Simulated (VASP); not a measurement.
# BN in VASP: further runs

BN is run at these levels: PBE; tasks: single point.

Program: VASP 6.6.1. These are calculated values, not measurements. Logs are shortened: lines on timing, memory, paths and dates and some standing lists are left out, and cuts for length are marked.

## (1) The cell of the first run

The typed cell holds 4 atoms: a = 2.562 Å, b = 2.517 Å, c = 8.485 Å, α = 90.00°, β = 90.00°, γ = 120.62°.

## (2) Single point, PBE (uniaxial strain along a: +2.0 %, then relaxed in part)

INCAR

```
  PREC = Accurate
  ENCUT = 520
  EDIFF = 1E-7
  ISMEAR = 0
  SIGMA = 0.02
  LREAL = False
  LASPH = True
  NELM = 100
  ALGO = Normal
  ISIF = 2
  LWAVE = False
  LCHARG = True
  GGA = PE
  LELF = True
  LVHAR = True
  NBANDS = 16
```

KPOINTS

```
regular mesh
0
Gamma
  12 12 4
```

POSCAR

```
BN
1.0
    2.5624247486     -0.0004142183      0.0000000000
   -1.2815623056      2.1661246429      0.0000000000
    0.0000000000      0.0000000000      8.4852820891
B N
2 2
Direct
    0.3369367028      0.6740127951      0.2500000000
    0.6630632972      0.3259872049      0.7500000000
    0.3282272056      0.6562543887      0.7500000000
    0.6717727944      0.3437456113      0.2500000000
```

Potentials or basis: VASP PAW PBE potentials, release 64 (B, N).

Command:

```
cat potpaw_PBE.64/B/POTCAR potpaw_PBE.64/N/POTCAR > POTCAR
mpirun -np 1 vasp_std > vasp.out
```

OUTCAR:

```text
PREC = Accurate
   ENCUT = 520
   EDIFF = 1E-7
   ISMEAR = 0
   LREAL = False
   LASPH = True
   NELM = 100
   ISIF = 2
   GGA = PE

 ion  position               nearest neighbor table
   1  0.337  0.674  0.250-   4 1.45   4 1.47   4 1.47
   2  0.663  0.326  0.750-   3 1.45   3 1.47   3 1.47
   3  0.328  0.656  0.750-   2 1.45   2 1.47   2 1.47
   4  0.672  0.344  0.250-   1 1.45   1 1.47   1 1.47

  Warning from LATTYP: Monoclinic adjustment (A1->A3, A2->A1, A3->A2)!
  Warning from LATTYP: Got some problem with cell dimensions!
  Tried to take original basis but could not verify dimensions!
  LATTYP: Found a simple monoclinic cell.
 ALAT       =     2.5161300128
 B/A-ratio  =     3.3723543879
 C/A-ratio  =     1.0002833054
 COS(beta)  =    -0.4815784505

  Lattice vectors:

 A1 = (   1.2808624430,   2.1657104246,   0.0000000000)
 A2 = (   0.0000000000,   0.0000000000,   8.4852820891)
 A3 = (   1.2815623056,  -2.1661246429,   0.0000000000)

Analysis of symmetry for initial positions (statically):
=====================================================================
 Subroutine PRICEL returns:
 Original cell was already a primitive cell.

 Routine SETGRP: Setting up the symmetry group for a
 simple monoclinic supercell.

 Subroutine GETGRP returns: Found  4 space group operations
 (whereof  2 operations were pure point group operations)
 out of a pool of  4 trial point group operations.

The static configuration has the point symmetry S_2 .
 The point group associated with its full space group is C_2h.

Analysis of symmetry for dynamics (positions and initial velocities):
=====================================================================
 Subroutine PRICEL returns:
 Original cell was already a primitive cell.

 Routine SETGRP: Setting up the symmetry group for a
 simple monoclinic supercell.

 Subroutine GETGRP returns: Found  4 space group operations
 (whereof  2 operations were pure point group operations)
 out of a pool of  4 trial point group operations.

The dynamic configuration has the point symmetry S_2 .
 The point group associated with its full space group is C_2h.

 Subroutine INISYM returns: Found  4 space group operations
 (whereof  2 operations are pure point group operations),
 and found     1 'primitive' translations

----------------------------------------------------------------------------------------
[... 97 lines left out ...]
   EDIFF  = 0.1E-06   stopping-criterion for ELM
   LREAL  =      F    real-space projection
   EDIFFG = 0.1E-05   stopping-criterion for IOM
   NSW    =      0    number of steps for IOM
   IBRION =     -1    ionic relax: 0-MD 1-quasi-New 2-CG
   NFREE  =      0    steps in history (QN), initial steepest desc. (CG)
   ISIF   =      2    stress and relaxation
   ISYM   =      2    0-nonsym 1-usesym 2-fastsym
   POTIM  = 0.5000    time-step for ionic-motion
   TEBEG  =    0.0;   TEEND  =   0.0 temperature during run
   PSTRESS=    0.0 pullay stress
   NELECT =      16.0000    total number of electrons
   NUPDOWN=      -1.0000    fix difference up-down
   EMIN   =  10.00;   EMAX   =-10.00  energy-range for DOS
   EFERMI =   0.00;   METHOD = LEGACY
   ISMEAR =     0;   SIGMA  =   0.02  broadening in eV -4-tet -1-fermi 0-gaus
   EFERMI_NEDOS =   21; number of points for ismear=-14 and -15
   IALGO  =     38    algorithm
   IMIX   =      4    mixing-type and parameters
     AMIX     =   0.40;   BMIX     =  1.00
     AMIX_MAG =   1.60;   BMIX_MAG =  1.00
  volume/ion in A,a.u.               =      11.77        79.45
  Fermi-wavevector in a.u.,A,eV,Ry     =   1.142339  2.158708 17.754769  1.304939
  Thomas-Fermi vector in A             =   2.279037
   LORBIT       =      0    0 simple, 1 ext, 2 COOP (PROOUT), +10 PAW based schemes
   GGA     = PE    functional components
   LHFCALC =     F    Hartree Fock is set to
   AEXX    =    0.0000 exact exchange contribution
   IVDW    =     0    specifies the selected vdW correction
   LEPSILON=     F    determine dielectric tensor
   LRPA    =     F    only Hartree local field effects (RPA)
 non-spin polarized calculation
 Gauss-broadening in eV      SIGMA  =   0.02
  energy-cutoff  :      520.00
  volume of cell :       47.09
 maximum number of plane-waves:      1286
   NGX =  9   NGY =  9   NGZ = 31

 number of electron      15.9999995 magnetization

 Free energy of the ion-electron system (eV)
  ---------------------------------------------------
  ext. energy  EPLUGINS =         0.00000000
  ---------------------------------------------------
  free energy    TOTEN  =       -35.17212851 eV

  energy without entropy =      -35.17212851  energy(sigma->0) =      -35.17212851

 E-fermi :   0.6022     XC(G=0):  -8.4406

 val. band max:        0.4146713757   @ k =   0.3333   0.3333   0.2500
 cond. band min:       4.7898529995   @ k =   0.0000   0.0000   0.0000
 fundamental gap:      4.3751816238
 Fermi energy:         0.6022155697

 k-point     1 :       0.0000    0.0000    0.0000
  band No.  band energies     occupation
      1     -17.0796      2.00000
      2     -17.0445      2.00000
      3      -4.9339      2.00000
      4      -4.3847      2.00000
      5      -1.0802      2.00000
      6      -1.0776      2.00000
[... 433 lines left out ...]
      3      -7.6176      2.00000
      4      -7.6094      2.00000
      5      -4.7227      2.00000
      6      -4.7170      2.00000
[... 8 lines left out ...]
     15      14.4053      0.00000
     16      15.9049      0.00000

 [... further k-points ...]

------------------------ aborting loop because EDIFF is reached ----------------------------------------

  FORCE on cell =-STRESS in cart. coord.  units (eV):
  Direction    XX          YY          ZZ          XY          YZ          ZX
  --------------------------------------------------------------------------------------
  -------------------------------------------------------------------------------------
  Total       -3.6010176      0.0556916     -0.0313026      0.0251444      0.0000000      0.0000000
  in kB     -122.5114046      1.8947012     -1.0649565      0.8554470      0.0000000      0.0000000
  external PRESSURE =     -40.5605533 kB  Pullay stress =       0.0000000 kB

 VOLUME and BASIS-vectors are now :
 -----------------------------------------------------------------------------
  energy-cutoff  :      520.00
  volume of cell :       47.09
      direct lattice vectors                 reciprocal lattice vectors
     2.562424749 -0.000414218  0.000000000     0.390292690  0.230912104  0.000000000
    -1.281562306  2.166124643  0.000000000     0.000074634  0.461698107  0.000000000
     0.000000000  0.000000000  8.485282089     0.000000000  0.000000000  0.117851120

 POSITION                                       TOTAL-FORCE (eV/Angst)
 -----------------------------------------------------------------------------------
     -0.00041      1.45986      2.12132         0.000039     -0.001041      0.000000
      1.28128      0.70585      6.36396        -0.000039      0.001041      0.000000
      0.00003      1.42139      6.36396         0.000048     -0.000906      0.000000
      1.28084      0.74432      2.12132        -0.000048      0.000906     -0.000000
 -----------------------------------------------------------------------------------
    total drift:                                0.000000     -0.000000      0.000000

  FREE ENERGIE OF THE ION-ELECTRON SYSTEM (eV)
  ---------------------------------------------------
  free  energy   TOTEN  =       -35.1721285104 eV

  energy  without entropy=      -35.1721285104  energy(sigma->0) =      -35.17212851
```

OSZICAR:

```text
N       E                     dE             d eps       ncg     rms          rms(c)
DAV:   1     0.587315217626E+02    0.58732E+02   -0.76481E+03  7128   0.894E+02
DAV:   2    -0.343320898868E+02   -0.93064E+02   -0.83373E+02 10008   0.213E+02
DAV:   3    -0.387050076668E+02   -0.43729E+01   -0.43495E+01  9304   0.477E+01
DAV:   4    -0.387467616231E+02   -0.41754E-01   -0.41735E-01  9112   0.516E+00
DAV:   5    -0.387473255033E+02   -0.56388E-03   -0.56387E-03  9248   0.572E-01    0.110E+01
DAV:   6    -0.355637615100E+02    0.31836E+01   -0.55734E+00  9136   0.174E+01    0.491E+00
DAV:   7    -0.352754498343E+02    0.28831E+00   -0.57149E-01  9800   0.519E+00    0.311E+00
DAV:   8    -0.351742185554E+02    0.10123E+00   -0.30349E-01  9912   0.345E+00    0.530E-01
DAV:   9    -0.351699422825E+02    0.42763E-02   -0.19162E-02  7800   0.106E+00    0.199E-01
DAV:  10    -0.351718880551E+02   -0.19458E-02   -0.19139E-03  7688   0.338E-01    0.415E-02
DAV:  11    -0.351721028953E+02   -0.21484E-03   -0.16382E-04  8608   0.101E-01    0.291E-02
DAV:  12    -0.351721277319E+02   -0.24837E-04   -0.45658E-05  7840   0.479E-02    0.275E-03
DAV:  13    -0.351721283386E+02   -0.60670E-06   -0.12796E-06 10032   0.917E-03    0.128E-03
DAV:  14    -0.351721285017E+02   -0.16315E-06   -0.17938E-07  7664   0.332E-03    0.352E-04
DAV:  15    -0.351721285104E+02   -0.86743E-08   -0.55492E-09  7216   0.687E-04
   1 F= -.35172129E+02 E0= -.35172129E+02  d E =-.836123E-42
```

Run time: 61 s. Hardware: 1 thread of AMD EPYC 9R45 (Zen 5), shared host; peak memory 0.23 GiB.

What came out:

- Free energy: -35.1721 eV
- Pressure: -4.1 GPa
- Band gap on the k mesh: 4.38 eV, indirect (least direct gap 4.60 eV)

Stress tensor (GPa, compression positive):
```
-12.25   0.09   0.00
  0.09   0.19   0.00
  0.00   0.00  -0.11
```

Levels at points of the mesh, in eV from the valence-band top:
```
           k point  band 5  band 6  band 7  band 8  band 9  band 10  band 11  band 12
(0.00, 0.00, 0.00)   -1.49   -1.49   -1.25   -1.25    4.38     7.61     9.65    11.17
(0.50, 0.00, 0.00)   -3.95   -3.95   -1.04   -0.83    4.51     4.90     9.40     9.86
(0.00, 0.50, 0.00)   -4.35   -4.34   -0.86   -0.65    4.63     5.03     8.84     9.12
(0.50, 0.50, 0.00)   -3.95   -3.94   -1.04   -0.83    4.50     4.89     9.40     9.87
(0.00, 0.00, 0.50)   -1.49   -1.49   -1.25   -1.25    5.60     5.60    11.08    11.08
(0.50, 0.00, 0.50)   -3.95   -3.95   -0.93   -0.93    4.68     4.68     9.67     9.67
(0.00, 0.50, 0.50)   -4.35   -4.35   -0.76   -0.76    4.81     4.81     9.01     9.01
(0.50, 0.50, 0.50)   -3.94   -3.94   -0.94   -0.94    4.67     4.67     9.68     9.68
```

Caveat: the cell differs from its parent crystal (uniaxial strain along a: +2.0 %, then relaxed in part).

## (3) Single point, PBE

INCAR

```
SYSTEM = BN
PREC     = Accurate       ! precision mode
ENCUT    = 520            ! plane-wave cutoff, eV
EDIFF    = 1E-6           ! SCF threshold, eV
ISMEAR   = 0              ! smearing method
SIGMA    = 0.02           ! smearing width, eV
LREAL    = .False.        ! projectors in reciprocal space
LASPH    = .True.         ! aspherical terms in the spheres
NELM     = 100            ! most SCF steps
ALGO     = Normal         ! electronic algorithm
ISIF     = 2              ! what is computed and relaxed
LWAVE    = .False.        ! write WAVECAR
LCHARG   = .True.         ! write CHGCAR
GGA      = PE             ! functional
LELF     = .True.         ! ELF
LVHAR    = .True.       
NBANDS   = 16             ! bands
```

KPOINTS

```
Automatic mesh
0
Gamma
  12 12 4
  0 0 0
```

POSCAR is that of step 2.

Potentials or basis: VASP PAW PBE potentials, release 64 (B, N).

Command:

```
cat potpaw_PBE.64/B/POTCAR potpaw_PBE.64/N/POTCAR > POTCAR
mpirun -np 1 vasp_std > vasp.out
```

It took 56 s on 1 thread of AMD EPYC 9R45 (Zen 5), shared host; peak memory 0.23 GiB.

Results (log left out):

```yaml
Free_energy: -35.1721 eV
Pressure: -4.1 GPa
Band_gap_on_the_k_mesh: 4.37 eV, indirect (least direct gap 4.60 eV)
```

Stress tensor (GPa, compression positive):
```
-12.25   0.09   0.00
  0.09   0.19   0.00
  0.00   0.00  -0.10
```

Levels at points of the mesh, in eV from the valence-band top:
```
           k point  band 4  band 5  band 6  band 7  band 8  band 9  band 10  band 11  band 12  band 13
(0.00, 0.00, 0.00)   -4.80   -1.50   -1.49   -1.25   -1.25    4.37     7.61     9.65    11.17    11.18
(0.50, 0.00, 0.00)   -8.79   -3.95   -3.95   -1.04   -0.83    4.51     4.90     9.40     9.86    11.90
(0.00, 0.50, 0.00)   -8.68   -4.35   -4.34   -0.86   -0.65    4.63     5.03     8.84     9.12    12.13
(0.50, 0.50, 0.00)   -8.79   -3.95   -3.94   -1.04   -0.83    4.50     4.89     9.40     9.87    11.90
(0.00, 0.00, 0.50)   -5.09   -1.49   -1.49   -1.25   -1.25    5.60     5.60    11.08    11.08    11.17
(0.50, 0.00, 0.50)   -8.79   -3.95   -3.95   -0.93   -0.93    4.68     4.68     9.67     9.67    12.47
(0.00, 0.50, 0.50)   -8.69   -4.35   -4.35   -0.76   -0.76    4.81     4.81     9.01     9.01    12.63
(0.50, 0.50, 0.50)   -8.79   -3.94   -3.94   -0.94   -0.94    4.67     4.67     9.68     9.68    12.46
```

A k mesh can miss the band edges. Expect the measured gap to be larger: semilocal functionals such as PBE lack the derivative discontinuity.

(Part 1 of 2 ends here.)
